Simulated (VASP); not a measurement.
# Mo (Im-3m) in VASP: a series of runs

Mo is run at these levels: PBEsol; tasks: single point, relaxation of cell and atoms.

All numbers are computed with VASP 6.6.1; they aren't measurements. Logs are shortened: lines on timing, memory, paths and dates and some standing lists are left out, and cuts for length are marked.

**1. The cell of the first run**

It takes space group Im-3m (No. 229, cubic). Conventional cell: a = 3.130 Å, b = 3.130 Å, c = 3.130 Å, α = 90.00°, β = 90.00°, γ = 90.00°. Mo (site symmetry m-3m) has 14 Mo at 2.71 to 3.13 Å within 3.6 Å.

**2. Single point, PBEsol**

Contents of INCAR:

```
SYSTEM = Mo
PREC = Accurate
ENCUT = 520
EDIFF = 1E-7
ISMEAR = -1
SIGMA = 0.05
LREAL = .False.
LASPH = .True.
NELM = 100
ALGO = Normal
ISIF = 2
LWAVE = .False.
LCHARG = .False.
GGA = PS
NBANDS = 13
```

Contents of KPOINTS:

```
regular mesh
0
Gamma
  23 23 23
  0 0 0
```

Contents of POSCAR:

```
Mo
1.0
   -1.5649099798      1.5649099798      1.5649099798
    1.5649099798     -1.5649099798      1.5649099798
    1.5649099798      1.5649099798     -1.5649099798
Mo
1
Direct
    0.0000000000      0.0000000000      0.0000000000
```

Potentials or basis: VASP PAW PBE potentials, release 64 (Mo_sv).

Launch:

```
> cat potpaw_PBE.64/Mo_sv/POTCAR > POTCAR
> mpirun -np 1 vasp_std > vasp.out
```

OUTCAR:

```text
SYSTEM = Mo
   PREC = Accurate
   ENCUT = 520
   EDIFF = 1E-7
   ISMEAR = -1
   LREAL = .False.
   LASPH = .True.
   NELM = 100
   ISIF = 2
   GGA = PS

 ion  position               nearest neighbor table
   1  0.000  0.000  0.000-

  LATTYP: Found a body centered cubic cell.
 ALAT       =     3.1298199596

  Lattice vectors:

 A1 = (  -1.5649099798,   1.5649099798,   1.5649099798)
 A2 = (   1.5649099798,  -1.5649099798,   1.5649099798)
 A3 = (   1.5649099798,   1.5649099798,  -1.5649099798)

Analysis of symmetry for initial positions (statically):
=====================================================================
 Subroutine PRICEL returns:
 Original cell was already a primitive cell.

 Routine SETGRP: Setting up the symmetry group for a
 body centered cubic supercell.

 Subroutine GETGRP returns: Found 48 space group operations
 (whereof 48 operations were pure point group operations)
 out of a pool of 48 trial point group operations.

The static configuration has the point symmetry O_h .

Analysis of symmetry for dynamics (positions and initial velocities):
=====================================================================
 Subroutine PRICEL returns:
 Original cell was already a primitive cell.

 Routine SETGRP: Setting up the symmetry group for a
 body centered cubic supercell.

 Subroutine GETGRP returns: Found 48 space group operations
 (whereof 48 operations were pure point group operations)
 out of a pool of 48 trial point group operations.

The dynamic configuration has the point symmetry O_h .

 Subroutine INISYM returns: Found 48 space group operations
 (whereof 48 operations are pure point group operations),
 and found     1 'primitive' translations

----------------------------------------------------------------------------------------

                                     Primitive cell

  volume of cell :      15.3295

  direct lattice vectors                    reciprocal lattice vectors
    -1.564909980  1.564909980  1.564909980     0.000000000  0.319507196  0.319507196
     1.564909980 -1.564909980  1.564909980     0.319507196  0.000000000  0.319507196
     1.564909980  1.564909980 -1.564909980     0.319507196  0.319507196  0.000000000

  length of vectors
     2.710503594  2.710503594  2.710503594     0.451851410  0.451851410  0.451851410

  position of ions in fractional coordinates (direct lattice)
     0.000000000  0.000000000  0.000000000

  ion indices of the primitive-cell ions
   primitive index   ion index
                 1           1

----------------------------------------------------------------------------------------

 KPOINTS: regular mesh

Automatic generation of k-mesh.
 Grid dimensions read from file:
 generate k-points for:   23   23   23

 Generating k-lattice:

  Cartesian coordinates                     Fractional coordinates (reciprocal lattice)
     0.000000000  0.013891617  0.013891617     0.043478261  0.000000000  0.000000000
     0.013891617  0.000000000  0.013891617     0.000000000  0.043478261  0.000000000
     0.013891617  0.013891617  0.000000000     0.000000000  0.000000000  0.043478261

  Length of vectors
     0.019645713  0.019645713  0.019645713

  Shift w.r.t. Gamma in fractional coordinates (k-lattice)
     0.000000000  0.000000000  0.000000000

 Subroutine IBZKPT returns following result:
 ===========================================

 Found    364 irreducible k-points:

 Following reciprocal coordinates:
            Coordinates               Weight
  0.000000  0.000000  0.000000      1.000000
  0.043478  0.000000  0.000000     12.000000
  0.086957  0.000000  0.000000     12.000000
  0.130435  0.000000  0.000000     12.000000
  0.173913  0.000000  0.000000     12.000000
  0.217391  0.000000  0.000000     12.000000
[... 16 lines left out ...]
  0.478261  0.043478  0.000000     24.000000
  0.086957  0.086957  0.000000     24.000000
 [... further k-points ...]
   k-points           NKPTS =    364   k-points in BZ     NKDIM =    364   number of bands    NBANDS=     13
   number of dos      NEDOS =    301   number of ions     NIONS =      1
   total plane-waves  NPLWV =   8000
   dimension x,y,z NGX =    20 NGY =   20 NGZ =   20
   dimension x,y,z NGXF=    40 NGYF=   40 NGZF=   40
   ions per type =               1
   NGX,Y,Z   is equivalent  to a cutoff of  12.27, 12.27, 12.27 a.u.
   NGXF,Y,Z  is equivalent  to a cutoff of  24.53, 24.53, 24.53 a.u.
 SYSTEM =  Mo
   PREC   = accura    normal or accurate (medium, high low for compatibility)
   ISTART =      0    job   : 0-new  1-cont  2-samecut
   ICHARG =      2    charge: 1-file 2-atom 10-const
   ISPIN  =      1    spin polarized calculation?
   LNONCOLLINEAR =      F non collinear calculations
   LSORBIT =      F    spin-orbit coupling
   LASPH  =      T    aspherical Exc in radial PAW
   ENCUT  =  520.0 eV  38.22 Ry    6.18 a.u.   5.04  5.04  5.04*2*pi/ulx,y,z
   NELM   =    100;   NELMIN=  2; NELMDL= -5     # of ELM steps
   EDIFF  = 0.1E-06   stopping-criterion for ELM
   LREAL  =      F    real-space projection
   EDIFFG = 0.1E-05   stopping-criterion for IOM
   NSW    =      0    number of steps for IOM
   IBRION =     -1    ionic relax: 0-MD 1-quasi-New 2-CG
   NFREE  =      0    steps in history (QN), initial steepest desc. (CG)
   ISIF   =      2    stress and relaxation
   ISYM   =      2    0-nonsym 1-usesym 2-fastsym
   POTIM  = 0.5000    time-step for ionic-motion
   TEBEG  =    0.0;   TEEND  =   0.0 temperature during run
   PSTRESS=    0.0 pullay stress
   NELECT =      14.0000    total number of electrons
   NUPDOWN=      -1.0000    fix difference up-down
   EMIN   =  10.00;   EMAX   =-10.00  energy-range for DOS
   EFERMI =   0.00;   METHOD = LEGACY
   ISMEAR =    -1;   SIGMA  =   0.05  broadening in eV -4-tet -1-fermi 0-gaus
   EFERMI_NEDOS =   21; number of points for ismear=-14 and -15
   IALGO  =     38    algorithm
   IMIX   =      4    mixing-type and parameters
     AMIX     =   0.40;   BMIX     =  1.00
     AMIX_MAG =   1.60;   BMIX_MAG =  1.00
  volume/ion in A,a.u.               =      15.33       103.45
  Fermi-wavevector in a.u.,A,eV,Ry     =   1.588333  3.001514 34.324790  2.522801
  Thomas-Fermi vector in A             =   2.687353
   LORBIT       =      0    0 simple, 1 ext, 2 COOP (PROOUT), +10 PAW based schemes
   GGA     = PS    functional components
   LHFCALC =     F    Hartree Fock is set to
   AEXX    =    0.0000 exact exchange contribution
   IVDW    =     0    specifies the selected vdW correction
   LEPSILON=     F    determine dielectric tensor
   LRPA    =     F    only Hartree local field effects (RPA)
 non-spin polarized calculation
  energy-cutoff  :      520.00
  volume of cell :       15.33
 maximum number of plane-waves:       424
   NGX =  9   NGY =  9   NGZ =  9

 number of electron      13.9999998 magnetization

 Free energy of the ion-electron system (eV)
  ---------------------------------------------------
  ext. energy  EPLUGINS =         0.00000000
  ---------------------------------------------------
  free energy    TOTEN  =       -11.78287692 eV

  energy without entropy =      -11.77899377  energy(sigma->0) =      -11.78093534

 E-fermi :  12.7735     XC(G=0): -13.6400

 val. band max:       12.7447314099   @ k =  -0.3043   0.3478   0.1739
 cond. band min:      12.7745244958   @ k =   0.4348   0.1304   0.0000
 fundamental gap:      0.0297930859
 Fermi energy:        12.7735318234

 k-point     1 :       0.0000    0.0000    0.0000
  band No.  band energies     occupation
      1     -48.4206      2.00000
      2     -21.6608      2.00000
      3     -21.6608      2.00000
      4     -21.6608      2.00000
      5       5.4323      2.00000
      6      11.3734      2.00000
      7      11.3734      2.00000
      8      11.3734      2.00000
      9      14.4617      0.00000
     10      14.4617      0.00000
     11      27.6182      0.00000
     12      27.6182      0.00000
     13      27.6182      0.00000

 k-point     2 :       0.0435    0.0000    0.0000
  band No.  band energies     occupation
      1     -48.4155      2.00000
      2     -21.6908      2.00000
      3     -21.6700      2.00000
      4     -21.6611      2.00000
      5       5.5188      2.00000
      6      11.3238      2.00000
      7      11.3659      2.00000
      8      11.4545      2.00000
      9      14.3852      0.00000
     10      14.4626      0.00000
     11      27.6858      0.00000
     12      27.7640      0.00000
     13      27.7983      0.00000

 k-point     3 :       0.0870    0.0000    0.0000
  band No.  band energies     occupation
      1     -48.4002      2.00000
      2     -21.7778      2.00000
      3     -21.6968      2.00000
      4     -21.6618      2.00000
      5       5.7708      2.00000
      6      11.1818      2.00000
      7      11.3358      2.00000
      8      11.6958      2.00000
      9      14.1953      0.00000
     10      14.4676      0.00000
     11      27.8658      0.00000
     12      28.1934      0.00000
     13      28.2839      0.00000
[... 305 lines left out ...]
 k-point    23 :       0.4783    0.0435    0.0000
  band No.  band energies     occupation
      1     -48.1305      2.00000
      2     -23.1519      2.00000
      3     -22.1451      2.00000
      4     -21.6862      2.00000
      5       7.3679      2.00000
      6       9.2923      2.00000
      7      14.0717      0.00000
      8      14.4800      0.00000
      9      15.4082      0.00000
     10      17.8551      0.00000
     11      24.6394      0.00000
     12      24.8854      0.00000
     13      30.1967      0.00000

 k-point    24 :       0.0870    0.0870    0.0000
  band No.  band energies     occupation
      1     -48.3619      2.00000
      2     -21.9908      2.00000
      3     -21.7368      2.00000
      4     -21.6901      2.00000
      5       6.3900      2.00000
      6      10.9448      2.00000
      7      11.0663      2.00000
      8      12.3925      1.99902
      9      13.8221      0.00000
     10      14.5678      0.00000
     11      28.3354      0.00000
     12      29.0408      0.00000
     13      29.2392      0.00000

 [... further k-points ...]

------------------------ aborting loop because EDIFF is reached ----------------------------------------

  FORCE on cell =-STRESS in cart. coord.  units (eV):
  Direction    XX          YY          ZZ          XY          YZ          ZX
  --------------------------------------------------------------------------------------
  -------------------------------------------------------------------------------------
  Total        0.0534011      0.0534011      0.0534011      0.0000000     -0.0000000      0.0000000
  in kB        5.5812647      5.5812647      5.5812647      0.0000000     -0.0000000      0.0000000
  external PRESSURE =       5.5812647 kB  Pullay stress =       0.0000000 kB

 VOLUME and BASIS-vectors are now :
 -----------------------------------------------------------------------------
  energy-cutoff  :      520.00
  volume of cell :       15.33
      direct lattice vectors                 reciprocal lattice vectors
    -1.564909980  1.564909980  1.564909980     0.000000000  0.319507196  0.319507196
     1.564909980 -1.564909980  1.564909980     0.319507196  0.000000000  0.319507196
     1.564909980  1.564909980 -1.564909980     0.319507196  0.319507196  0.000000000

 POSITION                                       TOTAL-FORCE (eV/Angst)
 -----------------------------------------------------------------------------------
      0.00000      0.00000      0.00000        -0.000000      0.000000     -0.000000
 -----------------------------------------------------------------------------------
    total drift:                                0.000000     -0.000000      0.000000

  FREE ENERGIE OF THE ION-ELECTRON SYSTEM (eV)
  ---------------------------------------------------
  free  energy   TOTEN  =       -11.7828769228 eV

  energy  without entropy=      -11.7789937664  energy(sigma->0) =      -11.78093534
```

It took 40 s on 1 thread of AMD EPYC 7R43 (Zen 3), shared host; peak memory 0.14 GiB.

Results:

| Property | Result |
| --- | --- |
| Free energy | -11.7829 eV |
| Pressure | 0.6 GPa |
| Band gap on the k mesh | zero (bands 7 and 8 overlap by 5.39 eV) |

Levels at points of the mesh, in eV from the Fermi level:
```tsv
k point	band 5	band 6	band 7	band 8	band 9	band 10
(0.00, 0.00, 0.00)	-7.34	-1.40	-1.40	-1.40	1.69	1.69
```

Caveat: the PAW data sets were made with another functional, which shifts forces and pressure a little.

**3. Relaxation of cell and atoms, PBEsol**

This run uses another cell than the first one, of 15.59 Å³/atom.

Contents of INCAR:

```
SYSTEM = Mo
ALGO = Normal
EDIFF = 1E-7
EDIFFG = -0.003
ENCUT = 600
GGA = PS
IBRION = 2
ISIF = 3
ISMEAR = -1
LASPH = .True.
LCHARG = .False.
LREAL = .False.
LWAVE = .False.
NELM = 100
NSW = 100
PREC = Accurate
SIGMA = 0.05
```

Contents of KPOINTS:

```
k-points
0
Gamma
  23 23 23
  0 0 0
```

Contents of POSCAR:

```
Mo
1.0
   -1.5736500000      1.5736500000      1.5736500000
    1.5736500000     -1.5736500000      1.5736500000
    1.5736500000      1.5736500000     -1.5736500000
Mo
1
Direct
    0.0000000000      0.0000000000      0.0000000000
```

Potentials or basis: VASP PAW PBE potentials, release 64 (Mo_sv).

Launch:

```
> cat potpaw_PBE.64/Mo_sv/POTCAR > POTCAR
> mpirun -np 1 vasp_std > vasp.out
```

OUTCAR:

```text
SYSTEM = Mo
   EDIFF = 1E-7
   EDIFFG = -0.003
   ENCUT = 600
   GGA = PS
   IBRION = 2
   ISIF = 3
   ISMEAR = -1
   LASPH = .True.
   LREAL = .False.
   NELM = 100
   NSW = 100
   PREC = Accurate

 ion  position               nearest neighbor table
   1  0.000  0.000  0.000-

  LATTYP: Found a body centered cubic cell.
 ALAT       =     3.1473000000

  Lattice vectors:

 A1 = (  -1.5736500000,   1.5736500000,   1.5736500000)
 A2 = (   1.5736500000,  -1.5736500000,   1.5736500000)
 A3 = (   1.5736500000,   1.5736500000,  -1.5736500000)

Analysis of symmetry for initial positions (statically):
=====================================================================
 Subroutine PRICEL returns:
 Original cell was already a primitive cell.

 Routine SETGRP: Setting up the symmetry group for a
 body centered cubic supercell.

 Subroutine GETGRP returns: Found 48 space group operations
 (whereof 48 operations were pure point group operations)
 out of a pool of 48 trial point group operations.

The static configuration has the point symmetry O_h .

Analysis of symmetry for dynamics (positions and initial velocities):
=====================================================================
 Subroutine PRICEL returns:
 Original cell was already a primitive cell.

 Routine SETGRP: Setting up the symmetry group for a
 body centered cubic supercell.

 Subroutine GETGRP returns: Found 48 space group operations
 (whereof 48 operations were pure point group operations)
 out of a pool of 48 trial point group operations.

The dynamic configuration has the point symmetry O_h .

 Subroutine INISYM returns: Found 48 space group operations
 (whereof 48 operations are pure point group operations),
 and found     1 'primitive' translations

----------------------------------------------------------------------------------------

                                     Primitive cell

  volume of cell :      15.5878

  direct lattice vectors                    reciprocal lattice vectors
[... 126 lines left out ...]
 number of electron      14.0000002 magnetization

 Free energy of the ion-electron system (eV)
  ---------------------------------------------------
  ext. energy  EPLUGINS =         0.00000000
  ---------------------------------------------------
  free energy    TOTEN  =       -11.78028925 eV

  energy without entropy =      -11.77645807  energy(sigma->0) =      -11.77837366

------------------------ aborting loop because EDIFF is reached ----------------------------------------

  FORCE on cell =-STRESS in cart. coord.  units (eV):
  Direction    XX          YY          ZZ          XY          YZ          ZX
  --------------------------------------------------------------------------------------
  -------------------------------------------------------------------------------------
  Total       -0.3991763     -0.3991763     -0.3991763     -0.0000000     -0.0000000      0.0000000
  in kB      -41.0289956    -41.0289956    -41.0289956     -0.0000000     -0.0000000      0.0000000
  external PRESSURE =     -41.0289956 kB  Pullay stress =       0.0000000 kB
[... 92 lines left out ...]
--------------------------------------- Ionic step        4  -------------------------------------------

 number of electron      14.0000001 magnetization

 Free energy of the ion-electron system (eV)
  ---------------------------------------------------
  ext. energy  EPLUGINS =         0.00000000
  ---------------------------------------------------
  free energy    TOTEN  =       -11.78331724 eV

  energy without entropy =      -11.77943832  energy(sigma->0) =      -11.78137778

 E-fermi :  12.7468     XC(G=0): -13.6306

 val. band max:       12.7459079063   @ k =   0.4348   0.1304   0.0000
 cond. band min:      12.7574237059   @ k =  -0.2174   0.2609   0.0870
 fundamental gap:      0.0115157996
 Fermi energy:        12.7467632266

 k-point     1 :       0.0000    0.0000    0.0000
  band No.  band energies     occupation
      1     -48.4467      2.00000
      2     -21.6915      2.00000
      3     -21.6915      2.00000
      4     -21.6915      2.00000
      5       5.4115      2.00000
      6      11.3499      2.00000
      7      11.3499      2.00000
      8      11.3499      2.00000
      9      14.4320      0.00000
     10      14.4320      0.00000
     11      27.5899      0.00000
[... 309 lines left out ...]
 k-point    24 :       0.0870    0.0870    0.0000
  band No.  band energies     occupation
      1     -48.3883      2.00000
      2     -22.0197      2.00000
      3     -21.7671      2.00000
      4     -21.7206      2.00000
      5       6.3676      2.00000
      6      10.9224      2.00000
      7      11.0438      2.00000
      8      12.3668      1.99900
      9      13.7944      0.00000
     10      14.5379      0.00000
     11      28.3049      0.00000

 [... further k-points ...]

------------------------ aborting loop because EDIFF is reached ----------------------------------------

  FORCE on cell =-STRESS in cart. coord.  units (eV):
  Direction    XX          YY          ZZ          XY          YZ          ZX
  --------------------------------------------------------------------------------------
  -------------------------------------------------------------------------------------
  Total        0.0012570      0.0012570      0.0012570      0.0000000      0.0000000      0.0000000
  in kB        0.1311707      0.1311707      0.1311707      0.0000000      0.0000000      0.0000000
  external PRESSURE =       0.1311707 kB  Pullay stress =       0.0000000 kB
[... 16 lines left out ...]
  FREE ENERGIE OF THE ION-ELECTRON SYSTEM (eV)
  ---------------------------------------------------
  free  energy   TOTEN  =       -11.7833172367 eV

  energy  without entropy=      -11.7794383155  energy(sigma->0) =      -11.78137778

 reached required accuracy - stopping structural energy minimisation
```

CONTCAR:

```text
Mo
   1.00000000000000
    -1.5657484460621240    1.5657484460621240    1.5657484460621240
     1.5657484460621240   -1.5657484460621240    1.5657484460621240
     1.5657484460621240    1.5657484460621240   -1.5657484460621240
  Mo
     1
Direct
     0.0000000000000000    0.0000000000000000    0.0000000000000000

  0.00000000E+00  0.00000000E+00  0.00000000E+00
```

It took 2.4 min on 1 thread of AMD EPYC 7R43 (Zen 3), shared host; peak memory 0.18 GiB.

What came out:

| Quantity | Value |
| --- | --- |
| Free energy | -11.7833 eV |
| Relaxed volume | 15.35 Å³/atom |
| Relaxed cell | a = 2.712 Å, b = 2.712 Å, c = 2.712 Å, α = 109.47°, β = 109.47°, γ = 109.47° |
| Space group after relaxing (to 0.1 Å) | Im-3m (No. 229) |
| Energy gained by relaxing | 3.0 meV/atom |
| Ionic steps | 4 |
| Pressure after relaxing | 0.0 GPa |
| Band gap on the k mesh | zero (bands 7 and 8 overlap by 5.38 eV) |

The path:
```csv
step,energy change (eV),largest force (eV/Å),pressure (GPa),volume (Å³)
1,0.0000,0.0000,-4.10,15.59
2,0.0230,0.0000,13.29,14.70
3,-0.0030,0.0000,-0.07,15.36
4,-0.0030,0.0000,0.01,15.35
```

Final structure:
```cif
data_structure
_symmetry_space_group_name_H-M 'P 1'
_symmetry_Int_Tables_number 1
_cell_length_a 2.7120
_cell_length_b 2.7120
_cell_length_c 2.7120
_cell_angle_alpha 109.471
_cell_angle_beta 109.471
_cell_angle_gamma 109.471
_cell_volume 15.35
loop_
_atom_site_label
_atom_site_type_symbol
_atom_site_fract_x
_atom_site_fract_y
_atom_site_fract_z
_atom_site_occupancy
Mo1 Mo 0.00000 0.00000 0.00000 1
```

Levels at points of the mesh, in eV from the Fermi level:
```tsv
k point	band 5	band 6	band 7	band 8	band 9	band 10
(0.00, 0.00, 0.00)	-7.34	-1.40	-1.40	-1.40	1.69	1.69
```

Caveat: the PAW data sets were made with another functional, which shifts forces and pressure a little.
